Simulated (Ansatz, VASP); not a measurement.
One calculation of Y2TaN3, two programs

```xyz
6
Lattice="3.5408 0.0000 0.0000 -1.7704 3.0664 0.0000 0.0000 0.0000 8.5471" Properties=species:S:1:pos:R:3 pbc="T T T"
Y     0.0000    2.0443    2.8231
Y     0.0000    2.0443    5.7240
Ta    1.7704    1.0221    0.0000
N     1.7704    1.0221    4.2735
N     0.0000    0.0000    0.0000
N     0.0000    0.0000    4.2735
```

Change from the starting cell: species swapped into the Sr2Al3Ge type (P-6m2, No. 187).

Alike in both runs: functional PBE; k mesh 6 × 6 × 2; occupations gaussian, width 0.1 eV; no spin polarisation.

Ansatz relaxed the structure, and its values are those at the end. VASP's run is a single point on that final structure, the one shown.

```csv
,VASP,Ansatz
version,VASP 6.6.1,Ansatz 0.2.0
potentials or method,"VASP PAW PBE potentials, release 64 (Y_sv, Ta_pv, N), cutoff 520 eV","scalar-relativistic, plane waves, PAW"
valence electrons in the cell,48,50
```

Ansatz gave:

```
gap on the k mesh at the Fermi level (eV) : none
pressure (GPa)                            : -0.1
rms of the force components (eV/Å)        : 0.004
```

Problem. Estimate VASP's values.

Solution. gap on the k mesh at the Fermi level (eV): none; pressure (GPa): -0.1; rms of the force components (eV/Å): 0.001.

A gap of «none» marks a metal or a gap that the smearing closes. VASP's potentials hold 48 valence electrons a cell and Ansatz's 50, so a difference there can come from the potentials and not from the codes.

The k mesh is coarse, so the values compare programs but aren't converged. Spin-orbit coupling is off throughout.
